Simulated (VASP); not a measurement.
Zr3H, 4 atoms in the cell. It takes space group Im-3m (No. 229, cubic). Conventional cell: a = 5.016 Å, b = 5.016 Å, c = 5.016 Å, α = 90.00°, β = 90.00°, γ = 90.00°. Within 3.3 Å of Zr (site symmetry 4/mmm) lie 4 Zr at 2.51 Å and 2 H at 2.51 Å. Within 3.3 Å of H (site symmetry m-3m) lie 6 Zr at 2.51 Å. 

| Quantity | Value |
| --- | --- |
| Program | VASP 6.6.1 |
| Task | relaxation of cell and atoms |
| Functional | PBE |
| Potentials or basis | VASP PAW PBE potentials, release 64 (Zr_sv, H) |
| Cutoff | 600 eV |
| k mesh | 6 × 6 × 6 |
| Occupations | gaussian, width 0.1 eV |
| Spin | no spin polarisation |
| Dipole correction | no |
| Further INCAR settings | ALGO = Normal; EDIFF = 1e-06; IBRION = 2; EDIFFG = -0.04; NSW = 90; ISIF = 3 |

Potentials or basis: VASP PAW PBE potentials, release 64 (Zr_sv, H).

Command:

```bash
$ cat potpaw_PBE.64/Zr_sv/POTCAR potpaw_PBE.64/H/POTCAR > POTCAR
$ mpirun -np 1 vasp_std > vasp.out
```

Hardware: 1 thread of Intel(R) Xeon(R) Platinum 8488C (Sapphire Rapids) (shared host).

Task: How long does it take, and how much memory?

Result: Run time: 56 s on 1 thread of Intel(R) Xeon(R) Platinum 8488C (Sapphire Rapids), with other jobs on the host, peak memory 0.21 GiB. Counts: scf iterations 37, k points 16, ion steps 3.
